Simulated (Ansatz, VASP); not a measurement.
Two plane-wave programs on Si5C

The input INCAR:

```
SYSTEM = Si5C
ALGO     = Normal         ! electronic algorithm
EDIFF    = 1E-6           ! SCF threshold, eV
ENCUT    = 600            ! plane-wave cutoff, eV
GGA      = PE             ! functional
GGA_COMPAT= .FALSE.      
ISIF     = 2              ! what is computed and relaxed
ISMEAR   = 0              ! smearing method
ISPIN    = 2              ! spin polarisation
LASPH    = .TRUE.         ! aspherical terms in the spheres
LCHARG   = .TRUE.         ! write CHGCAR
LELF     = .TRUE.         ! ELF
LORBIT   = 11             ! projections on sites
LREAL    = .FALSE.        ! projectors in reciprocal space
LVHAR    = .TRUE.       
LWAVE    = .FALSE.        ! write WAVECAR
MAGMOM   = 0 0 0 0 0 1    ! initial moments
NBANDS   = 25             ! bands
NELM     = 200            ! most SCF steps
PREC     = Accurate       ! precision mode
SIGMA    = 0.1            ! smearing width, eV
```

KPOINTS

```
k-points
0
G
  6 6 4
  0 0 0
```

File POSCAR:

```
Si5C
1.0
    3.2830330346      0.0000000000      0.0000000000
    0.0000000000      3.5662373069      0.0000000000
    0.0000000000      0.0000000000      7.3672677410
Si C
5 1
Direct
    0.5000000000      0.5000000000      0.3365342900
    0.0000000000      0.0000000000      0.2515213011
    0.5000000000      0.5000000000      0.6634657100
    0.0000000000      0.0000000000      0.7484786989
    0.5000000000      0.5000000000      0.0000000000
    0.0000000000      0.0000000000      0.0000000000
```

Input for Ansatz:

```yaml
crystal:
  lattice:
    - [3.2830330346, 0.0, 0.0]
    - [0.0, 3.5662373069, 0.0]
    - [0.0, 0.0, 7.367267741]
  atoms:
    - { symbol: Si, position: [0.5, 0.5, 0.33653429] }
    - { symbol: Si, position: [0.0, 0.0, 0.2515213011] }
    - { symbol: Si, position: [0.5, 0.5, 0.66346571] }
    - { symbol: Si, position: [0.0, 0.0, 0.7484786989] }
    - { symbol: Si, position: [0.5, 0.5, 0.0] }
    - { symbol: C, position: [0.0, 0.0, 0.0], spin: 1.0 }
basis:
  ecutwfc: 420
kpoints:
  mp_grid: { grid: [6, 6, 4] }
hamiltonian:
  xc: pbe
scf:
  occupations: { method: gaussian, width: 0.1 }
  lower_state_search: "off"
output:
  forces: true
  stress: true
  eigenvalues: true
  populations: true
magnetization:
  spin_polarized: true
```

Change from the starting cell: species swapped into the BaBi5 type (P2/m, No. 10).

Alike in both runs: task single point; functional PBE; k mesh 6 × 6 × 4; occupations gaussian, width 0.1 eV; collinear spin.

```csv
,VASP,Ansatz
version,VASP 6.6.1,Ansatz 0.2.0
potentials or method,"VASP PAW PBE potentials, release 64 (Si, C), cutoff 600 eV","scalar-relativistic, plane waves, PAW"
valence electrons in the cell,24,24
```

Ansatz gave:

- gap on the k mesh at the Fermi level (eV): none
- pressure (GPa): 0.1
- traceless stress, the component that is largest in VASP (GPa): 0.07
- rms of the force components (eV/Å): 0.005
- net moment per atom (μB): 0.00

Task: Which values does VASP return?

Result: gap on the k mesh at the Fermi level (eV): none; pressure (GPa): 0.1; traceless stress, the component that is largest in VASP (GPa): 0.03; rms of the force components (eV/Å): 0.004; net moment per atom (μB): 0.00.

Atom by atom the forces differ by 0.002 eV/Å (rms over components). A gap of «none» marks a metal or a gap that the smearing closes. Ansatz's warnings: seeded moment not kept.
